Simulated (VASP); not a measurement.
Wanted: the native input for a VASP 6.6.1 run.

* Task: single point
* Functional: BLYP
* Potentials or basis: VASP PAW PBE potentials, release 64 (Co, O)
* Cutoff: 520 eV
* k mesh: 8 × 8 × 8
* Occupations: methfessel-paxton, width 0.1 eV
* Spin: collinear spin, ferromagnetic start
* Starting moments: [1.8, 1.8, 0.0, 0.0] μB
* Dipole correction: no
* Further INCAR settings: ALGO = Normal; EDIFF = 1e-06; NBANDS = 27

The structure of CoO lies in POSCAR:

```
CoO
1.0
    1.6022200000      0.9250420000      5.1329420000
   -1.6022200000      0.9250420000      5.1329420000
    0.0000000000     -1.8500840000      5.1329420000
Co O
2 2
Direct
    0.9994880000      0.9994880000      0.9994880000
    0.4994910000      0.4994910000      0.4994910000
    0.3754960000      0.3754960000      0.3754960000
    0.8755250000      0.8755250000      0.8755250000
```

The input as run:

INCAR

```
SYSTEM = CoO
PREC = Accurate ; ENCUT = 520
EDIFF = 1E-6 ; ISMEAR = 1
SIGMA = 0.1 ; LREAL = .False.
LASPH = .True. ; NELM = 150
ALGO = Normal ; ISIF = 2
LWAVE = .False. ; LCHARG = .False.
ISPIN = 2 ; MAGMOM = 1.8 1.8 0 0
LORBIT = 11 ; LMAXMIX = 4
GGA = B5 ; ALDAX = 1.0
AGGAX = 1.0 ; AGGAC = 1.0
ALDAC = 0.0 ; NBANDS = 27
```

KPOINTS

```
regular mesh
0
Gamma
  8 8 8
  0 0 0
```

Potentials or basis: VASP PAW PBE potentials, release 64 (Co, O).

The run is started by

```bash
$ cat potpaw_PBE.64/Co/POTCAR potpaw_PBE.64/O/POTCAR > POTCAR
$ mpirun -np 1 vasp_std > vasp.out
```

It gave:

* Pressure: 5.7 GPa
* Largest force: 0.297 eV/Å
* Net moment: 5.32 μB per cell
* Site moments: Co +2.29; O +0.28 μB
* Valence electrons inside the program's atomic spheres: Co 8.02; O 5.00

Caveat: the PAW data sets were made with another functional, which shifts forces and pressure a little.

It took 3.5 min on 1 thread of Intel(R) Xeon(R) 6975P-C (Granite Rapids), with other jobs on the host, peak memory 0.38 GiB.
